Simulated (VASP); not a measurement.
Wanted: the native input for a VASP 6.6.1 run.

| Item | Value |
| --- | --- |
| Task | single point |
| Functional | PBEsol |
| Potentials or basis | VASP PAW PBE potentials, release 64 (Zr_sv) |
| Cutoff | 520 eV |
| k mesh | 9 × 9 × 5 |
| Occupations | fermi-dirac, width 0.05 eV |
| Spin | no spin polarisation |
| Dipole correction | no |
| Further INCAR settings | ALGO = Normal; EDIFF = 1e-07; NBANDS = 19 |

The structure of Zr lies in POSCAR:

```
Zr
1.0
    2.9943714668      0.0000000000      0.0000000000
   -1.4971857334      2.5932017586      0.0000000000
    0.0000000000      0.0000000000      4.9344357977
Zr
2
Direct
    0.6666666667      0.3333333333      0.7500000000
    0.3333333333      0.6666666667      0.2500000000
```

One way to write it, as run:

INCAR

```
  PREC = Accurate
  ENCUT = 520
  EDIFF = 1E-7
  ISMEAR = -1
  SIGMA = 0.05
  LREAL = F
  LASPH = T
  NELM = 60
  ALGO = Normal
  ISIF = 2
  LWAVE = F
  LCHARG = F
  GGA = PS
  NBANDS = 19
```

KPOINTS

```
regular mesh
0
Gamma
  9 9 5
```

Potentials or basis: VASP PAW PBE potentials, release 64 (Zr_sv).

Command:

```console
$ cat potpaw_PBE.64/Zr_sv/POTCAR > POTCAR
$ mpirun -np 1 vasp_std > vasp.out
```

Results of the run:

| Quantity | Value |
| --- | --- |
| Pressure | 20.1 GPa |
| Band gap on the k mesh | zero (band 12 reaches 12.12 eV, above the bottom of band 13 at 11.03 eV) |

Caveat: the PAW data sets were made with another functional, which shifts forces and pressure a little.

It took 30 s on 1 thread of Intel(R) Xeon(R) Platinum 8259CL CPU @ 2.50GHz (Skylake/Cascade Lake), on a shared host, peak memory 0.16 GiB.
